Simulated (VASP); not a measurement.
The system is SiO2.

```xyz
6
Lattice="4.1412 0.0000 0.0000 0.0000 4.1412 0.0000 0.0000 0.0000 2.6425" Properties=species:S:1:pos:R:3 pbc="T T T"
Si    0.0000    0.0000    0.0000
Si    2.0706    2.0706    1.3212
O     1.2678    1.2678    0.0000
O     0.8028    3.3384    1.3212
O     2.8734    2.8734    0.0000
O     3.3384    0.8028    1.3212
```

- Program: VASP 6.6.1
- Task: relaxation of cell and atoms
- Functional: r2SCAN
- Potentials or basis: VASP PAW PBE potentials, release 64 (Si, O)
- Cutoff: 600 eV
- k mesh: 4 × 4 × 7
- Occupations: fermi-dirac, width 0.1 eV
- Spin: no spin polarisation

At the start: pressure 11.2 GPa; volume 7.55 Å³/atom.

Problem. How do energy, volume and symmetry change on relaxing?

Solution. Over 7 steps the energy falls by 8.2 meV/atom and the volume is 7.79 Å³/atom (+3.1 %); space group P4_2/mnm (No. 136, to 0.1 Å) before and after.

Step by step:
```tsv
step	energy change (eV)	largest force (eV/Å)	pressure (GPa)	volume (Å³)
1	0.0000	0.2621	11.17	45.32
2	0.0695	0.5761	-14.77	48.86
3	-0.0482	0.1054	0.08	46.66
4	-0.0482	0.0987	0.29	46.63
5	-0.0488	0.0299	0.02	46.72
6	-0.0489	0.0017	0.08	46.70
7	-0.0489	0.0021	-0.06	46.73
```

Final structure:
```
Si O
1.0
     4.18127    0.00000    0.00000
     0.00000    4.18127    0.00000
     0.00000    0.00000    2.67264
Si O
2 4
Direct
  0.00000 0.00000 0.00000
  0.50000 0.50000 0.50000
  0.30589 0.30589 0.00000
  0.19411 0.80589 0.50000
  0.69411 0.69411 0.00000
  0.80589 0.19411 0.50000
```

Caveat: the PAW data sets were made with another functional, which shifts forces and pressure a little.
